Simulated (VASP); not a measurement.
# Si2W: single point with PBEsol

Crystal: Si2W.

```
CELL_PARAMETERS angstrom
3.17848 0.00000 0.00000
0.00000 3.17848 0.00000
0.00000 0.00000 8.05020
ATOMIC_POSITIONS crystal
Si 0.00000 0.00000 0.33470
Si 0.50000 0.50000 0.16530
Si 0.50000 0.50000 0.83470
Si 0.00000 0.00000 0.66530
W 0.00000 0.00000 0.00000
W 0.50000 0.50000 0.50000
```

This cell differs from its parent crystal: uniaxial strain along c: +3.0 %.

- Program: VASP 6.6.1
- Task: single point
- Functional: PBEsol
- Potentials or basis: VASP PAW PBE potentials, release 64 (Si, W_sv)
- Cutoff: 520 eV
- k mesh: 12 × 12 × 6
- Occupations: gaussian, width 0.1 eV
- Spin: no spin polarisation
- Dipole correction: no
- Further INCAR settings: ALGO = Normal; EDIFF = 1e-06; NBANDS = 31

```json
{
 "Pressure": "-3.3 GPa",
 "Largest force": "0.040 eV/Å",
 "Band gap on the k mesh": "zero (band 22 reaches 12.70 eV, above the bottom of band 23 at 11.58 eV)"
}
```

Forces on the atoms (eV/Å):
```
Si   0.000  0.000  0.040
Si   0.000  0.000 -0.040
Si   0.000  0.000  0.040
Si   0.000  0.000 -0.040
W    0.000  0.000  0.000
W    0.000  0.000  0.000
```

Stress tensor (GPa, compression positive):
```
  1.60   0.00   0.00
  0.00   1.60   0.00
  0.00   0.00 -13.01
```

Levels at points of the mesh, in eV from the Fermi level:
| k point | band 20 | band 21 | band 22 | band 23 | band 24 | band 25 |
| --- | --- | --- | --- | --- | --- | --- |
| (0.00, 0.00, 0.00) | -0.65 | -0.62 | -0.62 | 0.74 | 0.88 | 2.87 |
| (0.50, 0.00, 0.00) | -2.62 | -0.60 | -0.60 | 1.90 | 1.90 | 3.02 |
| (0.50, 0.50, 0.00) | -3.58 | -1.79 | -1.79 | 2.35 | 2.35 | 3.05 |
| (0.00, 0.00, 0.50) | -2.18 | 0.81 | 0.81 | 1.48 | 1.48 | 1.58 |
| (0.50, 0.00, 0.50) | -2.66 | -0.41 | -0.41 | 2.79 | 2.79 | 2.94 |
| (0.50, 0.50, 0.50) | -2.61 | -2.61 | -2.61 | -0.25 | -0.25 | 3.05 |

Wall time 84 s on 1 thread of Intel(R) Xeon(R) 6975P-C (Granite Rapids), on a shared host, peak memory 0.34 GiB.

Caveat: the cell differs from its parent crystal (uniaxial strain along c: +3.0 %); the PAW data sets were made with another functional, which shifts forces and pressure a little; spin-orbit coupling is left out, which moves the levels of the heavy elements.
